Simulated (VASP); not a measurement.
Here is a VASP 6.6.1 calculation.

File POSCAR:

```
P
1.0
    3.2837277200      0.0000000000      0.0000000000
    0.0000000000     34.8570309900      0.0000000000
    0.0000000000      0.0000000000      4.5857638629
P
4
Direct
    0.0000000000      0.9702614300      0.5921507200
    0.0000000000      0.0297385700      0.4078492800
    0.5000000000      0.0297385700      0.0921507200
    0.5000000000      0.9702614300      0.9078492800
```

File INCAR.step1:

```
PREC = Accurate
ENCUT = 520
ISMEAR = 0
SIGMA = 0.05
LREAL = F
LASPH = T
NELM = 100
NBANDS = 18
GGA = PE
ALGO = Normal
EDIFF = 1E-4
LWAVE = T
LCHARG = F
```

Contents of INCAR.step2:

```
PREC = Accurate
ENCUT = 520
EDIFF = 1E-6
ISMEAR = 0
SIGMA = 0.05
LREAL = F
LASPH = T
NELM = 100
ALGO = Normal
ISIF = 2
LWAVE = F
LCHARG = T
METAGGA = R2SCAN
LMIXTAU = T
LELF = T
LVHAR = T
NBANDS = 18
ISTART = 1
```

The input KPOINTS:

```
regular mesh
0
Gamma
  8 1 6
```

Potentials or basis: VASP PAW PBE potentials, release 64 (P).

Command:

```console
$ cat potpaw_PBE.64/P/POTCAR > POTCAR
$ cp INCAR.step1 INCAR
$ mpirun -np 1 vasp_std > vasp.out
$ cp INCAR.step2 INCAR
$ mpirun -np 1 vasp_std > vasp.out
```

Problem. Estimate the largest force.

Solution. 0.153 eV/Å.

Problem. What does it give for the band gap on the k mesh?

Solution. 1.06 eV.

Forces on the atoms (eV/Å):
```
P    0.000 -0.031 -0.149
P    0.000  0.031  0.149
P    0.000  0.031 -0.149
P    0.000 -0.031  0.149
```

Caveat: the cell differs from its parent crystal (strain -0.0100 x Voigt [0, 0, 1, 0, 0, 0]); there is no dipole correction, which matters where the two faces differ; the PAW data sets were made with another functional, which shifts forces and pressure a little.
